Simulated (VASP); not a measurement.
Wanted: the native input for a VASP 6.6.1 run.

```yaml
Task: single point
Functional: PBE
Potentials_or_basis: VASP PAW PBE potentials, release 64 (Sc_sv, Zn, H)
Cutoff: 520 eV
k_mesh: 4 × 4 × 6
Occupations: gaussian, width 0.1 eV
Spin: no spin polarisation
Dipole_correction: no
Further_INCAR_settings: ALGO = Normal; EDIFF = 1e-07; NBANDS = 20
```

The structure of ScZnH2 lies in POSCAR:

```
ScZnH2
1.0
    4.3560000000      0.0000000000      0.0000000000
    0.0000000000      4.3560000000      0.0000000000
    0.0000000000      0.0000000000      2.4971511800
Sc Zn H
1 1 2
Direct
    0.5000000000      0.5000000000      0.5000000000
    0.0000000000      0.0000000000      0.0000000000
    0.5000000000      0.0000000000      0.0000000000
    0.0000000000      0.5000000000      0.0000000000
```

One way to write it, as run:

INCAR

```
SYSTEM = ScZnH2
ALGO = Normal
EDIFF = 1E-7
ENCUT = 520
GGA = PE
ISIF = 2
ISMEAR = 0
LASPH = .TRUE.
LCHARG = .TRUE.
LELF = .TRUE.
LREAL = .FALSE.
LVHAR = .TRUE.
LWAVE = .FALSE.
NBANDS = 20
NELM = 100
PREC = Accurate
SIGMA = 0.1
```

KPOINTS

```
k-points
0
G
  4 4 6
  0 0 0
```

Potentials or basis: VASP PAW PBE potentials, release 64 (Sc_sv, Zn, H).

Command:

```sh
$ cat potpaw_PBE.64/Sc_sv/POTCAR potpaw_PBE.64/Zn/POTCAR potpaw_PBE.64/H/POTCAR > POTCAR
$ mpirun -np 1 vasp_std > vasp.out
```

It gave:

The pressure is -4.6 GPa.

Caveat: the k points lie up to 0.42 Å⁻¹ apart.

It took 8 s on 1 thread of Intel(R) Xeon(R) 6975P-C (Granite Rapids), on a shared host, peak memory 0.16 GiB.
